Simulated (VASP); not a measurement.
# Si (Imma) in VASP: notebook

Si is run at these levels: r2SCAN; tasks: single point.

Everything below comes from runs of VASP 6.6.1. Logs are shortened: lines on timing, memory, paths and dates and some standing lists are left out, and cuts for length are marked.

### 1 The cell of the first run

The structure is orthorhombic, space group Imma (No. 74). Conventional cell: a = 3.811 Å, b = 3.888 Å, c = 5.444 Å, α = 90.00°, β = 90.00°, γ = 90.00°. Si (site symmetry mm2) has 4 Si at 2.34 to 2.37 Å within 3.1 Å.

### 2 Single point, r2SCAN (strain -0.0200 x Voigt [0, 0, 0, 1, 0, 0])

POSCAR reads:

```
Si
1.0
    0.0000000000      2.6948842879      2.6948842879
    2.7221053413     -0.0272210534      2.7221053413
    2.7221053413      2.7221053413     -0.0272210534
Si
2
Direct
    0.5000000000      0.5000000000      0.5000000000
    0.7500000000      0.7500000000      0.7500000000
```

INCAR.step1 reads:

```
PREC     = Accurate       # precision mode
ENCUT    = 520            # plane-wave cutoff, eV
ISMEAR   = 0              # smearing method
SIGMA    = 0.05           # smearing width, eV
LREAL    = F              # projectors in reciprocal space
LASPH    = T              # aspherical terms in the spheres
NELM     = 80             # most SCF steps
NBANDS   = 11             # bands
GGA      = PE             # functional
ALGO     = Normal         # electronic algorithm
EDIFF    = 1E-4           # SCF threshold, eV
LWAVE    = T              # write WAVECAR
LCHARG   = F              # write CHGCAR
```

INCAR.step2 reads:

```
PREC     = Accurate       # precision mode
ENCUT    = 520            # plane-wave cutoff, eV
EDIFF    = 1E-6           # SCF threshold, eV
ISMEAR   = 0              # smearing method
SIGMA    = 0.05           # smearing width, eV
LREAL    = F              # projectors in reciprocal space
LASPH    = T              # aspherical terms in the spheres
NELM     = 80             # most SCF steps
ALGO     = Normal         # electronic algorithm
ISIF     = 2              # what is computed and relaxed
LWAVE    = F              # write WAVECAR
LCHARG   = F              # write CHGCAR
METAGGA  = R2SCAN         # meta-GGA
LMIXTAU  = T            
NBANDS   = 11             # bands
ISTART   = 1
```

KPOINTS reads:

```
Automatic mesh
0
Gamma
  8 8 8
```

Potentials or basis: VASP PAW PBE potentials, release 64 (Si).

Command:

```
$ cat potpaw_PBE.64/Si/POTCAR > POTCAR
$ cp INCAR.step1 INCAR
$ mpirun -np 1 vasp_std > vasp.out
$ cp INCAR.step2 INCAR
$ mpirun -np 1 vasp_std > vasp.out
```

OUTCAR:

```text
PREC = Accurate
   ENCUT = 520
   EDIFF = 1E-6
   ISMEAR = 0
   LREAL = F
   LASPH = T
   NELM = 80
   ISIF = 2
   METAGGA = R2SCAN
   ISTART = 1

 ion  position               nearest neighbor table
   1  0.500  0.500  0.500-   2 2.34   2 2.34   2 2.37   2 2.37
   2  0.750  0.750  0.750-   1 2.34   1 2.34   1 2.37   1 2.37

  LATTYP: Found a body centered orthorhombic cell.
 ALAT       =     3.8111419090
 B/A-ratio  =     1.0202020202
 C/A-ratio  =     1.4284985478

  Lattice vectors:

 A1 = (  -2.7221053413,   0.0272210534,  -2.7221053413)
 A2 = (  -2.7221053413,  -0.0272210534,   2.7221053413)
 A3 = (   2.7221053413,   2.7221053413,  -0.0272210534)

Analysis of symmetry for initial positions (statically):
=====================================================================
 Subroutine PRICEL returns:
 Original cell was already a primitive cell.

 Routine SETGRP: Setting up the symmetry group for a
 body centered orthorhombic supercell.

 Subroutine GETGRP returns: Found  8 space group operations
 (whereof  4 operations were pure point group operations)
 out of a pool of  8 trial point group operations.

The static configuration has the point symmetry C_2v.
 The point group associated with its full space group is D_2h.

Analysis of symmetry for dynamics (positions and initial velocities):
=====================================================================
 Subroutine PRICEL returns:
 Original cell was already a primitive cell.

 Routine SETGRP: Setting up the symmetry group for a
 body centered orthorhombic supercell.

 Subroutine GETGRP returns: Found  8 space group operations
 (whereof  4 operations were pure point group operations)
 out of a pool of  8 trial point group operations.

The dynamic configuration has the point symmetry C_2v.
 The point group associated with its full space group is D_2h.

 Subroutine INISYM returns: Found  8 space group operations
 (whereof  4 operations are pure point group operations),
 and found     1 'primitive' translations

----------------------------------------------------------------------------------------

                                     Primitive cell

  volume of cell :      40.3368

  direct lattice vectors                    reciprocal lattice vectors
     0.000000000  2.694884288  2.694884288    -0.183681356  0.185536723  0.185536723
     2.722105341 -0.027221053  2.722105341     0.183681356 -0.181862729  0.181862729
[... 86 lines left out ...]
   LREAL  =      F    real-space projection
   EDIFFG = 0.1E-04   stopping-criterion for IOM
   NSW    =      0    number of steps for IOM
   IBRION =     -1    ionic relax: 0-MD 1-quasi-New 2-CG
   NFREE  =      0    steps in history (QN), initial steepest desc. (CG)
   ISIF   =      2    stress and relaxation
   ISYM   =      2    0-nonsym 1-usesym 2-fastsym
   POTIM  = 0.5000    time-step for ionic-motion
   TEBEG  =    0.0;   TEEND  =   0.0 temperature during run
   PSTRESS=    0.0 pullay stress
   NELECT =       8.0000    total number of electrons
   NUPDOWN=      -1.0000    fix difference up-down
   EMIN   =  10.00;   EMAX   =-10.00  energy-range for DOS
   EFERMI =   0.00;   METHOD = LEGACY
   ISMEAR =     0;   SIGMA  =   0.05  broadening in eV -4-tet -1-fermi 0-gaus
   EFERMI_NEDOS =   21; number of points for ismear=-14 and -15
   IALGO  =     38    algorithm
   IMIX   =      4    mixing-type and parameters
     AMIX     =   0.40;   BMIX     =  1.00
     AMIX_MAG =   1.60;   BMIX_MAG =  1.00
  volume/ion in A,a.u.               =      20.17       136.10
  Fermi-wavevector in a.u.,A,eV,Ry     =   0.954709  1.804139 12.401294  0.911469
  Thomas-Fermi vector in A             =   2.083480
   LORBIT       =      0    0 simple, 1 ext, 2 COOP (PROOUT), +10 PAW based schemes
   METAGGA = R2SCAN    functional components
   LHFCALC =     F    Hartree Fock is set to
   AEXX    =    0.0000 exact exchange contribution
   IVDW    =     0    specifies the selected vdW correction
   LEPSILON=     F    determine dielectric tensor
   LRPA    =     F    only Hartree local field effects (RPA)
 non-spin polarized calculation
 Gauss-broadening in eV      SIGMA  =   0.05
  energy-cutoff  :      520.00
  volume of cell :       40.34
 maximum number of plane-waves:      1103
   NGX = 15   NGY = 15   NGZ = 15

 number of electron       8.0000001 magnetization

 Free energy of the ion-electron system (eV)
  ---------------------------------------------------
  ext. energy  EPLUGINS =         0.00000000
  ---------------------------------------------------
  free energy    TOTEN  =       -17.54172962 eV

  energy without entropy =      -17.54172962  energy(sigma->0) =      -17.54172962

 E-fermi :   5.9248     XC(G=0):  -9.8250

 val. band max:        5.6895895552   @ k =   0.0000   0.0000   0.0000
 cond. band min:       6.4798854954   @ k =   0.0000   0.5000   0.5000
 fundamental gap:      0.7902959402
 Fermi energy:         5.9247722539

 k-point     1 :       0.0000    0.0000    0.0000
  band No.  band energies     occupation
      1      -6.8107      2.00000
      2       5.6418      2.00000
      3       5.6610      2.00000
      4       5.6896      2.00000
      5       8.2635      0.00000
      6       8.3790      0.00000
      7       8.5779      0.00000
      8       9.6035      0.00000
      9      13.7877      0.00000
     10      13.7915      0.00000
     11      14.3382      0.00000
[... 309 lines left out ...]
 k-point    24 :       0.2500    0.3750    0.0000
  band No.  band energies     occupation
      1      -4.9550      2.00000
      2       0.5748      2.00000
      3       2.8591      2.00000
      4       3.3606      2.00000
      5       7.2557      0.00000
      6       8.9146      0.00000
      7      12.2026      0.00000
      8      12.3669      0.00000
      9      16.1479      0.00000
     10      16.5185      0.00000
     11      18.1108      0.00000

 [... further k-points ...]
[... 5 lines left out ...]
  --------------------------------------------------------------------------------------
  -------------------------------------------------------------------------------------
  Total       -0.0485275     -0.0440367     -0.0440367      0.0000000      0.5420744      0.0000000
  in kB       -1.9275132     -1.7491366     -1.7491366      0.0000000     21.5311933      0.0000000
  external PRESSURE =      -1.8085955 kB  Pullay stress =       0.0000000 kB

 VOLUME and BASIS-vectors are now :
 -----------------------------------------------------------------------------
  energy-cutoff  :      520.00
  volume of cell :       40.34
      direct lattice vectors                 reciprocal lattice vectors
     0.000000000  2.694884288  2.694884288    -0.183681356  0.185536723  0.185536723
     2.722105341 -0.027221053  2.722105341     0.183681356 -0.181862729  0.181862729
     2.722105341  2.722105341 -0.027221053     0.183681356  0.181862729 -0.181862729

 POSITION                                       TOTAL-FORCE (eV/Angst)
 -----------------------------------------------------------------------------------
      2.72211      2.69488      2.69488        -0.187566      0.000000      0.000000
      4.08316      4.04233      4.04233         0.187566     -0.000000     -0.000000
 -----------------------------------------------------------------------------------
    total drift:                                0.000000      0.000000     -0.000000

  FREE ENERGIE OF THE ION-ELECTRON SYSTEM (eV)
  ---------------------------------------------------
  free  energy   TOTEN  =       -17.5417296248 eV

  energy  without entropy=      -17.5417296248  energy(sigma->0) =      -17.54172962
```

Run time: 2.3 min. Hardware: 1 thread of Intel Xeon Platinum 8488C (Sapphire Rapids), shared host; peak memory 0.18 GiB.

What came out:

```yaml
Free_energy: -17.5417 eV
Pressure: -0.2 GPa
Largest_force: 0.188 eV/Å
Band_gap_on_the_k_mesh: 0.79 eV (least direct gap 2.57 eV)
```

Forces in eV/Å, atoms in the order of the input:
```
Si  -0.188  0.000  0.000
Si   0.188  0.000  0.000
```

Stress tensor (GPa, compression positive):
```
-0.19  0.00  0.00
 0.00 -0.17  2.15
 0.00  2.15 -0.17
```

Levels at points of the mesh, in eV from the valence-band top:
| k point | band 2 | band 3 | band 4 | band 5 | band 6 | band 7 |
| --- | --- | --- | --- | --- | --- | --- |
| (0.00, 0.00, 0.00) | -0.05 | -0.03 | 0.00 | 2.57 | 2.69 | 2.89 |
| (0.50, 0.00, 0.00) | -7.28 | -1.35 | -1.33 | 1.73 | 3.45 | 3.62 |
| (0.00, 0.50, 0.00) | -7.24 | -1.24 | -1.24 | 1.93 | 3.51 | 3.69 |
| (0.50, 0.50, 0.00) | -8.16 | -3.02 | -3.02 | 0.91 | 0.91 | 10.76 |
| (0.00, 0.50, 0.50) | -8.07 | -3.12 | -2.91 | 0.79 | 1.03 | 10.73 |

Caveat: the cell differs from its parent crystal (strain -0.0200 x Voigt [0, 0, 0, 1, 0, 0]); the PAW data sets were made with another functional, which shifts forces and pressure a little.

### 3 Single point, r2SCAN (strain +0.0150 x Voigt [0, 0, 0, 1, 0, 0])

POSCAR reads:

```
Si
1.0
    0.0000000000      2.7425211314      2.7425211314
    2.7221053413      0.0204157901      2.7221053413
    2.7221053413      2.7221053413      0.0204157901
Si
2
Direct
    0.5000000000      0.5000000000      0.5000000000
    0.7500000000      0.7500000000      0.7500000000
```

INCAR.step1 reads:

```
SYSTEM = Si
ALGO = Normal ; EDIFF = 1E-4
ENCUT = 520 ; GGA = PE
ISMEAR = 0 ; LASPH = .True.
LCHARG = .False. ; LREAL = .False.
LWAVE = .True. ; NBANDS = 11
NELM = 60 ; PREC = Accurate
SIGMA = 0.05
```

INCAR.step2 reads:

```
SYSTEM = Si
ALGO = Normal ; EDIFF = 1E-6
ENCUT = 520 ; ISIF = 2
ISMEAR = 0 ; ISTART = 1
LASPH = .True. ; LCHARG = .True.
LELF = .True. ; LMIXTAU = .True.
LREAL = .False. ; LVHAR = .True.
LWAVE = .False. ; METAGGA = R2SCAN
NBANDS = 11 ; NELM = 60
PREC = Accurate ; SIGMA = 0.05
```

KPOINTS reads:

```
k-points
0
Gamma
  8 8 8
  0 0 0
```

Potentials or basis: VASP PAW PBE potentials, release 64 (Si).

Command:

```
$ cat potpaw_PBE.64/Si/POTCAR > POTCAR
$ cp INCAR.step1 INCAR
$ mpirun -np 1 vasp_std > vasp.out
$ cp INCAR.step2 INCAR
$ mpirun -np 1 vasp_std > vasp.out
```

OUTCAR:

```text
SYSTEM = Si
   EDIFF = 1E-6
   ENCUT = 520
   ISIF = 2
   ISMEAR = 0
   ISTART = 1
   LASPH = .True.
   LREAL = .False.
   METAGGA = R2SCAN
   NELM = 60
   PREC = Accurate

 ion  position               nearest neighbor table
   1  0.500  0.500  0.500-   2 2.35   2 2.35   2 2.37   2 2.37
   2  0.750  0.750  0.750-   1 2.35   1 2.35   1 2.37   1 2.37

  LATTYP: Found a body centered orthorhombic cell.
 ALAT       =     3.8207660046
 B/A-ratio  =     1.0151133502
 C/A-ratio  =     1.4249003148

  Lattice vectors:

 A1 = (  -2.7221053413,   2.7221053413,   0.0204157901)
[... 518 lines left out ...]
      8      12.3255      0.00000
      9      16.1736      0.00000
     10      16.6673      0.00000
     11      18.0393      0.00000

 [... further k-points ...]
[... 5 lines left out ...]
  --------------------------------------------------------------------------------------
  -------------------------------------------------------------------------------------
  Total       -0.0525147     -0.0500086     -0.0500086      0.0000000     -0.4065476      0.0000000
  in kB       -2.0857925     -1.9862565     -1.9862565      0.0000000    -16.1473623      0.0000000
  external PRESSURE =      -2.0194352 kB  Pullay stress =       0.0000000 kB

 VOLUME and BASIS-vectors are now :
 -----------------------------------------------------------------------------
  energy-cutoff  :      520.00
  volume of cell :       40.34
      direct lattice vectors                 reciprocal lattice vectors
     0.000000000  2.742521131  2.742521131    -0.183681356  0.182314001  0.182314001
     2.722105341  0.020415790  2.722105341     0.183681356 -0.185069376  0.185069376
     2.722105341  2.722105341  0.020415790     0.183681356  0.185069376 -0.185069376

 POSITION                                       TOTAL-FORCE (eV/Angst)
 -----------------------------------------------------------------------------------
      2.72211      2.74252      2.74252         0.140618     -0.000000     -0.000000
      4.08316      4.11378      4.11378        -0.140618      0.000000      0.000000
 -----------------------------------------------------------------------------------
    total drift:                                0.000000     -0.000000     -0.000000

  FREE ENERGIE OF THE ION-ELECTRON SYSTEM (eV)
  ---------------------------------------------------
  free  energy   TOTEN  =       -17.5440971940 eV

  energy  without entropy=      -17.5440971940  energy(sigma->0) =      -17.54409719
```

OUTCAR.step1:

```text
SYSTEM = Si
   EDIFF = 1E-4
   ENCUT = 520
   GGA = PE
   ISMEAR = 0
   LASPH = .True.
   LREAL = .False.
[... 561 lines left out ...]
      2.72211      2.74252      2.74252         0.143761     -0.000000     -0.000000
      4.08316      4.11378      4.11378        -0.143761      0.000000      0.000000
 -----------------------------------------------------------------------------------
    total drift:                                0.000000     -0.000000     -0.000000

  FREE ENERGIE OF THE ION-ELECTRON SYSTEM (eV)
  ---------------------------------------------------
  free  energy   TOTEN  =       -10.8410358062 eV

  energy  without entropy=      -10.8410358062  energy(sigma->0) =      -10.84103581
```

OSZICAR.step1:

```text
N       E                     dE             d eps       ncg     rms          rms(c)
DAV:   1     0.890003906115E+01    0.89000E+01   -0.33640E+03  2090   0.593E+02
DAV:   2    -0.104425714887E+02   -0.19343E+02   -0.18491E+02  2770   0.870E+01
DAV:   3    -0.110137774999E+02   -0.57121E+00   -0.56964E+00  2650   0.133E+01
DAV:   4    -0.110181951596E+02   -0.44177E-02   -0.44171E-02  2492   0.148E+00
DAV:   5    -0.110182380324E+02   -0.42873E-04   -0.42872E-04  2679   0.139E-01    0.484E+00
DAV:   6    -0.108956577744E+02    0.12258E+00   -0.69916E-02  2356   0.109E+00    0.295E+00
DAV:   7    -0.108395339999E+02    0.56124E-01   -0.13509E-01  2384   0.162E+00    0.180E-01
DAV:   8    -0.108408061719E+02   -0.12722E-02   -0.60610E-03  2416   0.423E-01    0.824E-02
DAV:   9    -0.108410080662E+02   -0.20189E-03   -0.19423E-04  2605   0.859E-02    0.592E-02
DAV:  10    -0.108410358062E+02   -0.27740E-04   -0.23328E-05  1512   0.277E-02
   1 F= -.10841036E+02 E0= -.10841036E+02  d E =-.206169E-11
```

Wall time 2.7 min (1 thread of Intel Xeon Platinum 8488C (Sapphire Rapids), shared host); peak memory 0.18 GiB.

Results:

```
Free energy            : -17.5441 eV
Pressure               : -0.2 GPa
Largest force          : 0.141 eV/Å
Band gap on the k mesh : 0.80 eV (least direct gap 2.62 eV)
```

Forces in eV/Å, atoms in the order of the input:
```
Si   0.141  0.000  0.000
Si  -0.141  0.000  0.000
```

Stress tensor (GPa, compression positive):
```
-0.21  0.00  0.00
 0.00 -0.20 -1.61
 0.00 -1.61 -0.20
```

Caveat: the cell differs from its parent crystal (strain +0.0150 x Voigt [0, 0, 0, 1, 0, 0]); the PAW data sets were made with another functional, which shifts forces and pressure a little. A k mesh can miss the band edges.

### 4 Single point, r2SCAN (strain -0.0100 x Voigt [0, 0, 0, 1, 0, 0])

POSCAR reads:

```
Si
1.0
    0.0000000000      2.7084948146      2.7084948146
    2.7221053413     -0.0136105267      2.7221053413
    2.7221053413      2.7221053413     -0.0136105267
Si
2
Direct
    0.5000000000      0.5000000000      0.5000000000
    0.7500000000      0.7500000000      0.7500000000
```

INCAR.step1 reads:

```
SYSTEM = Si
  PREC = Accurate
  ENCUT = 520
  ISMEAR = 0
  SIGMA = 0.05
  LREAL = .False.
  LASPH = .True.
  NELM = 100
  NBANDS = 11
  GGA = PE
  ALGO = Normal
  EDIFF = 1E-4
  LWAVE = .True.
  LCHARG = .False.
```

INCAR.step2 reads:

```
SYSTEM = Si
  PREC = Accurate
  ENCUT = 520
  EDIFF = 1E-7
  ISMEAR = 0
  SIGMA = 0.05
  LREAL = .False.
  LASPH = .True.
  NELM = 100
  ALGO = Normal
  ISIF = 2
  LWAVE = .False.
  LCHARG = .False.
  METAGGA = R2SCAN
  LMIXTAU = .True.
  NBANDS = 11
  ISTART = 1
```

KPOINTS reads:

```
regular mesh
0
Gamma
  8 8 8
  0 0 0
```

Command:

```
$ cat potpaw_PBE.64/Si/POTCAR > POTCAR
$ cp INCAR.step1 INCAR
$ mpirun -np 1 vasp_std > vasp.out
$ cp INCAR.step2 INCAR
$ mpirun -np 1 vasp_std > vasp.out
```

It took 1.9 min on 1 thread of Intel Xeon Platinum 8488C (Sapphire Rapids), shared host; peak memory 0.18 GiB.

It converged, with:

| Quantity | Value |
| --- | --- |
| Free energy | -17.5458 eV |
| Pressure | -0.2 GPa |
| Largest force | 0.094 eV/Å |
| Band gap on the k mesh | 0.81 eV (least direct gap 2.66 eV) |

Forces in eV/Å, atoms in the order of the input:
```
Si  -0.094  0.000  0.000
Si   0.094  0.000  0.000
```

Stress tensor (GPa, compression positive):
```
-0.23  0.00  0.00
 0.00 -0.22  1.08
 0.00  1.08 -0.22
```

Levels at points of the mesh, in eV from the valence-band top:
```
           k point  band 1  band 2  band 3  band 4  band 5  band 6  band 7  band 8  band 9
(0.00, 0.00, 0.00)  -12.49   -0.02   -0.01    0.00    2.66    2.73    2.82    3.90    8.11
(0.50, 0.00, 0.00)  -10.02   -7.25   -1.31   -1.30    1.79    3.52    3.61    8.28   11.09
(0.00, 0.50, 0.00)  -10.09   -7.24   -1.26   -1.25    1.89    3.55    3.64    8.35   11.06
(0.50, 0.50, 0.00)   -8.15   -8.15   -3.00   -3.00    0.92    0.92   10.80   10.80   11.58
(0.00, 0.50, 0.50)   -8.19   -8.10   -3.06   -2.95    0.86    0.98   10.77   10.83   11.58
```

Caveat: the cell differs from its parent crystal (strain -0.0100 x Voigt [0, 0, 0, 1, 0, 0]); the PAW data sets were made with another functional, which shifts forces and pressure a little. A k mesh can miss the band edges.

### 5 Overview

```tsv
cell	gap on the mesh (eV)	pressure (GPa)	largest force (eV/Å)
a = 3.811, b = 3.850, c = 3.850 Å, angles 60.7, 60.3, 60.3°, 2 atoms	0.79	-0.2	0.19
a = 3.879, b = 3.850, c = 3.850 Å, angles 59.5, 59.8, 59.8°, 2 atoms	0.80	-0.2	0.14
a = 3.830, b = 3.850, c = 3.850 Å, angles 60.3, 60.2, 60.2°, 2 atoms	0.81	-0.2	0.09
```

Alike in all rows: task single point; level r2SCAN; potentials or basis VASP PAW PBE potentials, release 64 (Si); no spin polarisation; k mesh 8 × 8 × 8; cutoff (eV) 520; smearing gaussian 0.05 eV.

Caveats: the PAW data sets were made with another functional, which shifts forces and pressure a little.

Absolute energies hang on the potentials; compare differences alone.
